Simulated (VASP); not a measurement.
Input of a VASP 6.6.1 run:

File POSCAR:

```
Al3Zn4Ga5O16
1.0
    8.2479840000      0.0000000000      0.0000000000
    0.0000000000      8.2479840000      0.0000000000
    0.0000000000      0.0000000000      8.2479840000
Zn Ga O Al
8 10 32 6
Direct
    0.8773160000      0.3771340000      0.3762740000
    0.3729500000      0.8727970000      0.3761350000
    0.3731490000      0.3767990000      0.8720200000
    0.1253500000      0.1233710000      0.1209110000
    0.8768960000      0.8730690000      0.8723430000
    0.6255390000      0.6275650000      0.1209260000
    0.6254120000      0.1235580000      0.6291920000
    0.1252050000      0.6272010000      0.6284360000
    0.4982740000      0.9983330000      0.9978390000
    0.7506600000      0.2507380000      0.9968440000
    0.7518210000      0.9987980000      0.2484960000
    0.0003630000      0.5026630000      0.9969880000
    0.0018890000      0.9990330000      0.5009210000
    0.5007180000      0.5006650000      0.5025270000
    0.2498950000      0.2496130000      0.5024310000
    0.2500630000      0.5030640000      0.2488990000
    0.5003400000      0.2501700000      0.2496590000
    0.7513430000      0.7487020000      0.5007910000
    0.5110590000      0.0093520000      0.2382320000
    0.7413100000      0.2396370000      0.2375580000
    0.5102740000      0.2386070000      0.0091010000
    0.7383070000      0.0105850000      0.0082910000
    0.0099390000      0.5187080000      0.2383120000
    0.2349760000      0.7437010000      0.2319090000
    0.0167530000      0.7430460000      0.0140440000
    0.2399900000      0.5197230000      0.0077260000
    0.0158150000      0.0154730000      0.7419290000
    0.2339510000      0.2334280000      0.7432690000
    0.0104710000      0.2397770000      0.5176570000
    0.2408740000      0.0090710000      0.5194140000
    0.2595650000      0.2616670000      0.2606090000
    0.4901030000      0.4910380000      0.2614570000
    0.4892530000      0.2608480000      0.4903540000
    0.2613690000      0.4898120000      0.4899960000
    0.5162410000      0.5160570000      0.7428170000
    0.7342460000      0.7341550000      0.7424520000
    0.5099210000      0.7403840000      0.5186760000
    0.7407070000      0.5100860000      0.5183970000
    0.7685760000      0.7586230000      0.2584870000
    0.9920480000      0.9833500000      0.2594050000
    0.9921240000      0.7591810000      0.4818230000
    0.7623570000      0.9876860000      0.4895560000
    0.7663850000      0.2660290000      0.7569730000
    0.9841580000      0.4848840000      0.7567410000
    0.9911050000      0.2614870000      0.9813220000
    0.7604950000      0.4910850000      0.9806270000
    0.2634310000      0.7644190000      0.7645950000
    0.4831410000      0.9827030000      0.7577380000
    0.4822560000      0.7580990000      0.9832130000
    0.2580910000      0.9833910000      0.9823410000
    0.2491920000      0.7518090000      0.9978050000
    0.2491410000      0.9985700000      0.7512530000
    0.7502630000      0.5003050000      0.7496420000
    0.0020630000      0.7513130000      0.2475990000
    0.0002280000      0.2501080000      0.7495770000
    0.4986160000      0.7491580000      0.7512450000
```

INCAR.step1

```
PREC     = Accurate       # precision mode
ENCUT    = 520            # plane-wave cutoff, eV
ISMEAR   = -1             # smearing method
SIGMA    = 0.05           # smearing width, eV
LREAL    = Auto         
LASPH    = T              # aspherical terms in the spheres
NELM     = 100            # most SCF steps
NBANDS   = 252            # bands
GGA      = PE             # functional
ALGO     = Normal         # electronic algorithm
EDIFF    = 1E-4           # SCF threshold, eV
LWAVE    = T              # write WAVECAR
LCHARG   = F              # write CHGCAR
```

INCAR.step2

```
PREC     = Accurate       # precision mode
ENCUT    = 520            # plane-wave cutoff, eV
EDIFF    = 1E-6           # SCF threshold, eV
ISMEAR   = -1             # smearing method
SIGMA    = 0.05           # smearing width, eV
LREAL    = Auto         
LASPH    = T              # aspherical terms in the spheres
NELM     = 100            # most SCF steps
ALGO     = Normal         # electronic algorithm
ISIF     = 2              # what is computed and relaxed
LWAVE    = F              # write WAVECAR
LCHARG   = F              # write CHGCAR
METAGGA  = R2SCAN         # meta-GGA
LMIXTAU  = T            
NBANDS   = 252            # bands
ISTART   = 1
```

The input KPOINTS:

```
Automatic mesh
0
Gamma
  1 1 1
```

Potentials or basis: VASP PAW PBE potentials, release 64 (Zn, Ga_d, O, Al).

The run is started by

```sh
$ cat potpaw_PBE.64/Zn/POTCAR potpaw_PBE.64/Ga_d/POTCAR potpaw_PBE.64/O/POTCAR potpaw_PBE.64/Al/POTCAR > POTCAR
$ cp INCAR.step1 INCAR
$ mpirun -np 1 vasp_gam > vasp.out
$ cp INCAR.step2 INCAR
$ mpirun -np 1 vasp_gam > vasp.out
```

Q: Predict the pressure.

A: -0.4 GPa.

Q: What does it give for the largest force?

A: 0.217 eV/Å.

Q: Estimate the band gap on the k mesh.

A: 3.78 eV.

Forces on the atoms (eV/Å):
```
Zn  -0.007  0.000  0.006
Zn   0.032  0.036  0.001
Zn   0.048 -0.012  0.039
Zn  -0.022 -0.004 -0.036
Zn  -0.008  0.047  0.050
Zn  -0.027 -0.039 -0.038
Zn  -0.017  0.008 -0.015
Zn  -0.014 -0.042 -0.028
Ga  -0.021 -0.017 -0.017
Ga   0.009  0.011 -0.025
Ga   0.000 -0.006  0.011
Ga  -0.008  0.000  0.011
Ga  -0.010  0.004  0.003
Ga   0.011 -0.002  0.014
Ga  -0.001 -0.004  0.013
Ga  -0.007  0.022 -0.005
Ga   0.003  0.003  0.008
Ga   0.003 -0.001  0.009
O    0.074  0.069 -0.068
O   -0.071 -0.077 -0.080
O    0.067 -0.068  0.073
O   -0.070  0.067  0.059
O    0.068  0.135 -0.083
O   -0.122 -0.060 -0.133
O    0.128 -0.094  0.116
O   -0.085  0.130  0.059
O    0.113  0.112 -0.102
O   -0.123 -0.123 -0.059
O    0.079 -0.092  0.137
O   -0.087  0.074  0.142
O    0.068  0.068  0.070
O   -0.066 -0.071  0.074
O   -0.075  0.075 -0.076
O    0.077 -0.071 -0.065
O    0.129  0.122 -0.103
O   -0.109 -0.117 -0.063
O    0.069 -0.091  0.132
O   -0.100  0.070  0.148
O    0.134  0.072  0.068
O   -0.068 -0.136  0.098
O   -0.057  0.092 -0.126
O    0.067 -0.064 -0.067
O    0.132  0.128  0.071
O   -0.117 -0.113  0.088
O   -0.068  0.082 -0.130
O    0.091 -0.072 -0.139
O    0.101  0.108  0.118
O   -0.119 -0.122  0.099
O   -0.132  0.109 -0.120
O    0.115 -0.132 -0.128
Al  -0.001  0.016 -0.012
Al  -0.004 -0.018  0.012
Al   0.001 -0.007 -0.004
Al   0.020  0.003 -0.017
Al  -0.002  0.001 -0.005
Al  -0.019 -0.007  0.014
```

Caveat: the k points lie up to 0.76 Å⁻¹ apart; the PAW data sets were made with another functional, which shifts forces and pressure a little. A k mesh can miss the band edges.
